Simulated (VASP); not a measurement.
A run of VASP 6.6.1 is set up as follows.

The input INCAR:

```
PREC = Accurate ; ENCUT = 520
EDIFF = 1E-6 ; ISMEAR = -1
SIGMA = 0.02 ; LREAL = False
LASPH = True ; NELM = 100
ALGO = Normal ; ISIF = 2
LWAVE = False ; LCHARG = False
GGA = PE ; NBANDS = 32
```

The input KPOINTS:

```
Automatic mesh
0
Gamma
  8 8 8
```

POSCAR

```
Bi2Se3
1.0
    2.0918954047      1.2077563750      9.6498993197
   -2.0918954047      1.2077563750      9.6498993197
    0.0000000000     -2.4155127501      9.6498993197
Bi Se
2 3
Direct
    0.3994928511      0.3994928511      0.3994928511
    0.6005071489      0.6005071489      0.6005071489
    0.2141129663      0.2141129663      0.2141129663
    0.7858870337      0.7858870337      0.7858870337
    0.0000000000      0.0000000000      0.0000000000
```

Potentials or basis: VASP PAW PBE potentials, release 64 (Bi_d, Se).

Command:

```bash
$ cat potpaw_PBE.64/Bi_d/POTCAR potpaw_PBE.64/Se/POTCAR > POTCAR
$ mpirun -np 1 vasp_std > vasp.out
```

Task: Predict the pressure.

Result: 1.6 GPa.

Task: What does it give for the largest force?

Result: 0.176 eV/Å.

Stress tensor (GPa, compression positive):
```
1.34 0.00 0.00
0.00 1.34 0.00
0.00 0.00 1.98
```

Caveat: the cell differs from its parent crystal (epitaxial xy strain +1.0%).
